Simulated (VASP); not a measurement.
# TePb (P6_3mc) in VASP: relaxation of cell and atoms with r2SCAN

Aim: the relaxation of cell and atoms of TePb with r2SCAN.

Everything below comes from runs of VASP 6.6.1. Logs are shortened: lines on timing, memory, paths and dates and some standing lists are left out, and cuts for length are marked.

**1. The cell of the first run**

It takes space group P6_3mc (No. 186, hexagonal). Conventional cell: a = 5.530 Å, b = 5.530 Å, c = 6.621 Å, α = 90.00°, β = 90.00°, γ = 120.00°. Within 4.2 Å of Pb (site symmetry 3m) lie 5 Te at 3.19 to 3.32 Å. Within 4.2 Å of Te (site symmetry 3m) lie 5 Pb at 3.19 to 3.32 Å.

**2. Relaxation of cell and atoms, r2SCAN**

POSCAR reads:

```
TePb
1.0
    5.5300314096      0.0000000000      0.0000000000
   -2.7650157048      4.7891476844      0.0000000000
    0.0000000000      0.0000000000      6.6205249585
Pb Te
2 2
Direct
    0.3333333333      0.6666666667     -0.0620514360
    0.6666666667      0.3333333333      0.4379485640
    0.3333333333      0.6666666667      0.4370514360
    0.6666666667      0.3333333333      0.9370514360
```

INCAR.step1 reads:

```
  PREC = Accurate
  ENCUT = 600
  ISMEAR = -1
  SIGMA = 0.02
  LREAL = False
  LASPH = True
  NELM = 100
  GGA = PE
  ALGO = Normal
  EDIFF = 1E-4
  LWAVE = True
  LCHARG = False
```

INCAR.step2 reads:

```
  PREC = Accurate
  ENCUT = 600
  EDIFF = 1E-6
  ISMEAR = -1
  SIGMA = 0.02
  LREAL = False
  LASPH = True
  NELM = 100
  ALGO = Normal
  ISIF = 3
  LWAVE = False
  LCHARG = False
  METAGGA = R2SCAN
  LMIXTAU = True
  IBRION = 2
  NSW = 80
  EDIFFG = -0.005
  ISTART = 1
```

KPOINTS reads:

```
Automatic mesh
0
Gamma
  6 6 4
```

Potentials or basis: VASP PAW PBE potentials, release 64 (Pb_d, Te).

Launch:

```console
$ cat potpaw_PBE.64/Pb_d/POTCAR potpaw_PBE.64/Te/POTCAR > POTCAR
$ cp INCAR.step1 INCAR
$ mpirun -np 1 vasp_std > vasp.out
$ cp INCAR.step2 INCAR
$ mpirun -np 1 vasp_std > vasp.out
```

OUTCAR:

```text
PREC = Accurate
   ENCUT = 600
   EDIFF = 1E-6
   ISMEAR = -1
   LREAL = False
   LASPH = True
   NELM = 100
   ISIF = 3
   METAGGA = R2SCAN
   IBRION = 2
   NSW = 80
   EDIFFG = -0.005
   ISTART = 1

 ion  position               nearest neighbor table
   1  0.333  0.667  0.938-   4 3.19   4 3.19   4 3.19   3 3.30   3 3.32
   2  0.667  0.333  0.438-   3 3.19   3 3.19   3 3.19   4 3.30   4 3.32
   3  0.333  0.667  0.437-   2 3.19   2 3.19   2 3.19   1 3.30   1 3.32
   4  0.667  0.333  0.937-   1 3.19   1 3.19   1 3.19   2 3.30   2 3.32

  LATTYP: Found a hexagonal cell.
 ALAT       =     5.5300314096
 C/A-ratio  =     1.1971948201

  Lattice vectors:

 A1 = (   5.5300314096,   0.0000000000,   0.0000000000)
 A2 = (  -2.7650157048,   4.7891476844,   0.0000000000)
 A3 = (   0.0000000000,   0.0000000000,   6.6205249585)

Analysis of symmetry for initial positions (statically):
=====================================================================
 Subroutine PRICEL returns:
 Original cell was already a primitive cell.

 Routine SETGRP: Setting up the symmetry group for a
 hexagonal supercell.

 Subroutine GETGRP returns: Found 12 space group operations
 (whereof  6 operations were pure point group operations)
 out of a pool of 24 trial point group operations.

The static configuration has the point symmetry C_3v.
 The point group associated with its full space group is C_6v.

Analysis of symmetry for dynamics (positions and initial velocities):
=====================================================================
 Subroutine PRICEL returns:
 Original cell was already a primitive cell.

 Routine SETGRP: Setting up the symmetry group for a
 hexagonal supercell.

 Subroutine GETGRP returns: Found 12 space group operations
 (whereof  6 operations were pure point group operations)
 out of a pool of 24 trial point group operations.

The dynamic configuration has the point symmetry C_3v.
 The point group associated with its full space group is C_6v.

 Subroutine INISYM returns: Found 12 space group operations
 (whereof  6 operations are pure point group operations),
 and found     1 'primitive' translations

----------------------------------------------------------------------------------------

                                     Primitive cell

  volume of cell :     175.3389

  direct lattice vectors                    reciprocal lattice vectors
     5.530031410  0.000000000  0.000000000     0.180830799  0.104402711  0.000000000
    -2.765015705  4.789147684  0.000000000     0.000000000  0.208805421  0.000000000
     0.000000000  0.000000000  6.620524958     0.000000000  0.000000000  0.151045424

  length of vectors
     5.530031410  5.530031410  6.620524958     0.208805421  0.208805421  0.151045424

  position of ions in fractional coordinates (direct lattice)
     0.333333333  0.666666667  0.937948564
     0.666666667  0.333333333  0.437948564
     0.333333333  0.666666667  0.437051436
     0.666666667  0.333333333  0.937051436

  ion indices of the primitive-cell ions
   primitive index   ion index
                 1           1
                 2           2
                 3           3
                 4           4

----------------------------------------------------------------------------------------

 KPOINTS: Automatic mesh

Automatic generation of k-mesh.
 Grid dimensions read from file:
 generate k-points for:    6    6    4

 Generating k-lattice:

  Cartesian coordinates                     Fractional coordinates (reciprocal lattice)
     0.030138467  0.017400452  0.000000000     0.166666667  0.000000000  0.000000000
     0.000000000  0.034800904  0.000000000     0.000000000  0.166666667  0.000000000
     0.000000000  0.000000000  0.037761356     0.000000000  0.000000000  0.250000000

  Length of vectors
     0.034800904  0.034800904  0.037761356

  Shift w.r.t. Gamma in fractional coordinates (k-lattice)
     0.000000000  0.000000000  0.000000000

 Subroutine IBZKPT returns following result:
 ===========================================

 Found     21 irreducible k-points:

 Following reciprocal coordinates:
            Coordinates               Weight
  0.000000  0.000000  0.000000      1.000000
  0.166667  0.000000  0.000000      6.000000
  0.333333  0.000000  0.000000      6.000000
  0.500000  0.000000  0.000000      3.000000
  0.166667  0.166667  0.000000      6.000000
  0.333333  0.166667  0.000000     12.000000
[... 13 lines left out ...]
  0.333333  0.166667  0.500000     12.000000
  0.333333  0.333333  0.500000      2.000000
   k-points           NKPTS =     21   k-points in BZ     NKDIM =     21   number of bands    NBANDS=     24
   number of dos      NEDOS =    301   number of ions     NIONS =      4
   total plane-waves  NPLWV = 124416
   dimension x,y,z NGX =    48 NGY =   48 NGZ =   54
   dimension x,y,z NGXF=    96 NGYF=   96 NGZF=  108
   ions per type =               2   2
   NGX,Y,Z   is equivalent  to a cutoff of  14.43, 14.43, 13.56 a.u.
   NGXF,Y,Z  is equivalent  to a cutoff of  28.86, 28.86, 27.12 a.u.
 SYSTEM =  unknown system
   PREC   = accura    normal or accurate (medium, high low for compatibility)
   ISTART =      1    job   : 0-new  1-cont  2-samecut
   ICHARG =      0    charge: 1-file 2-atom 10-const
   ISPIN  =      1    spin polarized calculation?
   LNONCOLLINEAR =      F non collinear calculations
   LSORBIT =      F    spin-orbit coupling
   LASPH  =      T    aspherical Exc in radial PAW
   ENCUT  =  600.0 eV  44.10 Ry    6.64 a.u.  11.04 11.04 13.22*2*pi/ulx,y,z
   NELM   =    100;   NELMIN=  2; NELMDL=  0     # of ELM steps
   EDIFF  = 0.1E-05   stopping-criterion for ELM
   LREAL  =      F    real-space projection
   EDIFFG = -.5E-02   stopping-criterion for IOM
   NSW    =     80    number of steps for IOM
   IBRION =      2    ionic relax: 0-MD 1-quasi-New 2-CG
   NFREE  =      1    steps in history (QN), initial steepest desc. (CG)
   ISIF   =      3    stress and relaxation
   ISYM   =      2    0-nonsym 1-usesym 2-fastsym
   POTIM  = 0.5000    time-step for ionic-motion
   TEBEG  =    0.0;   TEEND  =   0.0 temperature during run
   PSTRESS=    0.0 pullay stress
   NELECT =      40.0000    total number of electrons
   NUPDOWN=      -1.0000    fix difference up-down
   EMIN   =  10.00;   EMAX   =-10.00  energy-range for DOS
   EFERMI =   0.00;   METHOD = LEGACY
   ISMEAR =    -1;   SIGMA  =   0.02  broadening in eV -4-tet -1-fermi 0-gaus
   EFERMI_NEDOS =   21; number of points for ismear=-14 and -15
   IALGO  =     38    algorithm
   IMIX   =      4    mixing-type and parameters
     AMIX     =   0.40;   BMIX     =  1.00
     AMIX_MAG =   1.60;   BMIX_MAG =  1.00
  volume/ion in A,a.u.               =      43.83       295.81
  Fermi-wavevector in a.u.,A,eV,Ry     =   1.000312  1.890315 13.614313  1.000624
  Thomas-Fermi vector in A             =   2.132660
   LORBIT       =      0    0 simple, 1 ext, 2 COOP (PROOUT), +10 PAW based schemes
   METAGGA = R2SCAN    functional components
   LHFCALC =     F    Hartree Fock is set to
   AEXX    =    0.0000 exact exchange contribution
   IVDW    =     0    specifies the selected vdW correction
   LEPSILON=     F    determine dielectric tensor
   LRPA    =     F    only Hartree local field effects (RPA)
 conjugate gradient relaxation of ions
 non-spin polarized calculation
  energy-cutoff  :      600.00
  volume of cell :      175.34
 maximum number of plane-waves:      5883
 NGX is ok and might be reduce to    48
   NGX = 23   NGY = 23   NGZ = 27

--------------------------------------- Ionic step        1  -------------------------------------------

 number of electron      40.0000006 magnetization

 Free energy of the ion-electron system (eV)
  ---------------------------------------------------
  ext. energy  EPLUGINS =         0.00000000
  ---------------------------------------------------
  free energy    TOTEN  =      -164.90710619 eV

  energy without entropy =     -164.90710619  energy(sigma->0) =     -164.90710619

------------------------ aborting loop because EDIFF is reached ----------------------------------------

  FORCE on cell =-STRESS in cart. coord.  units (eV):
  Direction    XX          YY          ZZ          XY          YZ          ZX
  --------------------------------------------------------------------------------------
  -------------------------------------------------------------------------------------
  Total       -0.5555717     -0.5555717     -0.6970974      0.0000000      0.0000000      0.0000000
  in kB       -5.0765941     -5.0765941     -6.3697995      0.0000000      0.0000000      0.0000000
  external PRESSURE =      -5.5076626 kB  Pullay stress =       0.0000000 kB

 VOLUME and BASIS-vectors are now :
 -----------------------------------------------------------------------------
  energy-cutoff  :      600.00
  volume of cell :      175.34
      direct lattice vectors                 reciprocal lattice vectors
     5.530031410  0.000000000  0.000000000     0.180830799  0.104402711  0.000000000
    -2.765015705  4.789147684  0.000000000     0.000000000  0.208805421  0.000000000
     0.000000000  0.000000000  6.620524958     0.000000000  0.000000000  0.151045424
[... 39 lines left out ...]
 POSITION                                       TOTAL-FORCE (eV/Angst)
 -----------------------------------------------------------------------------------
     -0.00000      3.17137      6.15756        -0.000000     -0.000000     -0.000554
      2.74649      1.58569      2.87512         0.000000      0.000000     -0.000554
     -0.00000      3.17137      2.86913         0.000000     -0.000000      0.000554
      2.74649      1.58569      6.15156         0.000000      0.000000      0.000554
 -----------------------------------------------------------------------------------
    total drift:                               -0.000000      0.000000      0.000237

  FREE ENERGIE OF THE ION-ELECTRON SYSTEM (eV)
  ---------------------------------------------------
  free  energy   TOTEN  =      -164.9124470351 eV

  energy  without entropy=     -164.9124470351  energy(sigma->0) =     -164.91244704

--------------------------------------- Ionic step        3  -------------------------------------------

 number of electron      40.0000005 magnetization

 Free energy of the ion-electron system (eV)
  ---------------------------------------------------
  ext. energy  EPLUGINS =         0.00000000
  ---------------------------------------------------
  free energy    TOTEN  =      -164.91271348 eV

  energy without entropy =     -164.91271348  energy(sigma->0) =     -164.91271348

 E-fermi :   3.8083     XC(G=0):  -8.4485

 val. band max:        3.3651717624   @ k =   0.3333   0.3333   0.5000
 cond. band min:       4.7506679125   @ k =   0.3333   0.3333   0.5000
 fundamental gap:      1.3854961500
 Fermi energy:         3.8083354272

 k-point     1 :       0.0000    0.0000    0.0000
  band No.  band energies     occupation
      1     -14.1140      2.00000
      2     -14.0745      2.00000
      3     -14.0745      2.00000
      4     -14.0738      2.00000
      5     -14.0738      2.00000
      6     -14.0644      2.00000
[... 16 lines left out ...]
     23       6.4626      0.00000
     24       6.4626      0.00000
[... 560 lines left out ...]
 POSITION                                       TOTAL-FORCE (eV/Angst)
 -----------------------------------------------------------------------------------
     -0.00000      3.17510      6.16664         0.000000     -0.000000     -0.000224
      2.74971      1.58755      2.87936        -0.000000      0.000000     -0.000224
     -0.00000      3.17510      2.87338         0.000000     -0.000000      0.000224
      2.74971      1.58755      6.16065         0.000000      0.000000      0.000224
 -----------------------------------------------------------------------------------
    total drift:                               -0.000000      0.000000      0.000459

  FREE ENERGIE OF THE ION-ELECTRON SYSTEM (eV)
  ---------------------------------------------------
  free  energy   TOTEN  =      -164.9127134823 eV

  energy  without entropy=     -164.9127134823  energy(sigma->0) =     -164.91271348

 reached required accuracy - stopping structural energy minimisation
```

Wall time 16 min (1 thread of Intel Xeon 8259CL, shared host); peak memory 0.46 GiB.

Results:

```yaml
Free_energy: -164.9127 eV
Relaxed_volume: 43.05 Å³/atom
Relaxed_cell: a = 5.499 Å, b = 5.499 Å, c = 6.575 Å, α = 90.00°, β = 90.00°, γ = 120.00°
Space_group_after_relaxing_to_0.1_Å: P6_3/mmc (No. 194)
Energy_gained_by_relaxing: 1.4 meV/atom
Ionic_steps: 3
Pressure_after_relaxing: 0.0 GPa
Band_gap_on_the_k_mesh: 1.39 eV
```

The path:
| step | energy change (eV) | largest force (eV/Å) | pressure (GPa) | volume (Å³) |
| --- | --- | --- | --- | --- |
| 1 | 0.0000 | 0.0011 | -0.55 | 175.34 |
| 2 | -0.0053 | 0.0006 | 0.13 | 171.54 |
| 3 | -0.0056 | 0.0002 | 0.01 | 172.20 |

Final structure:
```xyz
4
Lattice="5.4994 0.0000 0.0000 -2.7497 4.7626 0.0000 0.0000 0.0000 6.5746" Properties=species:S:1:pos:R:3 pbc="T T T"
Pb    0.0000    3.1751    6.1666
Pb    2.7497    1.5875    2.8794
Te    0.0000    3.1751    2.8734
Te    2.7497    1.5875    6.1607
```

Caveat: the structure was generated, so it needn't be the stable form of TePb; the PAW data sets were made with another functional, which shifts forces and pressure a little; spin-orbit coupling is left out, which moves the levels of the heavy elements.
